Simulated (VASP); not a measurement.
Wanted: the native input for a VASP 6.6.1 run.

| Quantity | Value |
| --- | --- |
| Task | single point |
| Functional | PBE |
| Potentials or basis | VASP PAW PBE potentials, release 64 (C) |
| Cutoff | 520 eV |
| k mesh | 12 × 12 × 12 |
| Occupations | gaussian, width 0.05 eV |
| Spin | no spin polarisation |
| Dipole correction | no |
| Further INCAR settings | ALGO = Normal; EDIFF = 1e-06; NBANDS = 11 |

The structure of C lies in POSCAR:

```
C
1.0
    0.0000000000      1.7852706372      1.7011843902
    1.7852706372      0.0000000000      1.7011843902
    1.7852706372      1.7852706372      0.0000000000
C
2
Direct
    0.5000000000      0.5000000000      0.5000000000
    0.7500000000      0.7500000000      0.7500000000
```

This cell differs from its parent crystal: volume 5.422 Å^3 an atom, c/a of the conventional cell 0.9529.

One way to write it, as run:

INCAR

```
SYSTEM = C
  PREC = Accurate
  ENCUT = 520
  EDIFF = 1E-6
  ISMEAR = 0
  SIGMA = 0.05
  LREAL = .False.
  LASPH = .True.
  NELM = 80
  ALGO = Normal
  ISIF = 2
  LWAVE = .False.
  LCHARG = .False.
  GGA = PE
  NBANDS = 11
```

KPOINTS

```
regular mesh
0
Gamma
  12 12 12
  0 0 0
```

Potentials or basis: VASP PAW PBE potentials, release 64 (C).

Command:

```sh
$ cat potpaw_PBE.64/C/POTCAR > POTCAR
$ mpirun -np 1 vasp_std > vasp.out
```

It gave:

- Pressure: 24.2 GPa
- Band gap on the k mesh: 3.02 eV, indirect (least direct gap 4.86 eV)

Run time: 11 s on 1 thread of Intel(R) Xeon(R) Platinum 8488C (Sapphire Rapids), on a shared host, peak memory 0.12 GiB.
